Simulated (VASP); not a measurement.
Here is a VASP 6.6.1 calculation.

INCAR

```
SYSTEM = I
  PREC = Accurate
  ENCUT = 520
  EDIFF = 1E-6
  ISMEAR = 0
  SIGMA = 0.02
  LREAL = .False.
  LASPH = .True.
  NELM = 100
  ALGO = Normal
  ISIF = 2
  LWAVE = .False.
  LCHARG = .False.
  GGA = PE
  NBANDS = 22
```

Contents of KPOINTS:

```
regular mesh
0
Gamma
  8 8 4
  0 0 0
```

File POSCAR:

```
I
1.0
    3.5117044748     -2.3586860640      0.0000000000
    3.5117044748      2.3586860640      0.0000000000
    0.0000000000      0.0000000000      9.1820278920
I
4
Direct
    0.1350000000      0.8650000000      0.1100000000
    0.6350000000      0.3650000000      0.3900000000
    0.8650000000      0.1350000000      0.8900000000
    0.3650000000      0.6350000000      0.6100000000
```

Potentials or basis: VASP PAW PBE potentials, release 64 (I).

Run with:

```sh
$ cat potpaw_PBE.64/I/POTCAR > POTCAR
$ mpirun -np 1 vasp_std > vasp.out
```

Question: Estimate the pressure.

Answer: 12.9 GPa.

Question: Predict the band gap on the k mesh.

Answer: 2.07 eV (least direct gap 2.41 eV).

Question: Predict the largest force.

Answer: 6.195 eV/Å.

Stress tensor (GPa, compression positive):
```
 1.76  0.00  0.00
 0.00 11.35  0.00
 0.00  0.00 25.65
```

Caveat: the cell differs from its parent crystal (Br replaced by I, lengths x 1.095, strained); the cell stands under pressure; this functional lacks dispersion, which holds the molecules together, so the pressure and a relaxed volume are unreliable; spin-orbit coupling is left out, which moves the levels of the heavy elements; forces of over 1 eV/Å act on the atoms, so gaps and moduli don't describe the material at rest. A k mesh can miss the band edges.
